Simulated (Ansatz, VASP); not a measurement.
# Ta2Si: VASP beside Ansatz

```
Ta Si
1.0
    -3.08776    3.08776    2.52364
     3.08776   -3.08776    2.52364
     3.08776    3.08776   -2.52364
Ta Si
4 2
Direct
  0.66359 0.83641 0.50000
  0.83641 0.33641 0.17281
  0.33641 0.16359 0.50000
  0.16359 0.66359 0.82719
  0.25000 0.25000 0.00000
  0.75000 0.75000 0.00000
```

Alike in both runs: task single point; functional PBEsol; k mesh 10 × 10 × 10; occupations gaussian, width 0.1 eV; no spin polarisation.

```csv
,VASP,Ansatz
version,VASP 6.6.1,Ansatz 0.2.0
potentials or method,"VASP PAW PBE potentials, release 64 (Ta_pv, Si), cutoff 520 eV","scalar-relativistic, plane waves, PAW"
valence electrons in the cell,52,60
```

```csv
,VASP,Ansatz,Ansatz less VASP
gap on the k mesh at the Fermi level (eV),none,none,-
pressure (GPa),-2.9,-3.1,-0.25
"traceless stress, the component that is largest in VASP (GPa)",0.69,0.72,+0.023
rms of the force components (eV/Å),0.031,0.028,-0.0031
```

VASP's potentials were made for PBE, not for PBEsol. Atom by atom the forces differ by 0.003 eV/Å (rms over components). A gap of «none» marks a metal or a gap that the smearing closes. VASP's potentials hold 52 valence electrons a cell and Ansatz's 60, so a difference there can come from the potentials and not from the codes.

Spin-orbit coupling is off throughout.
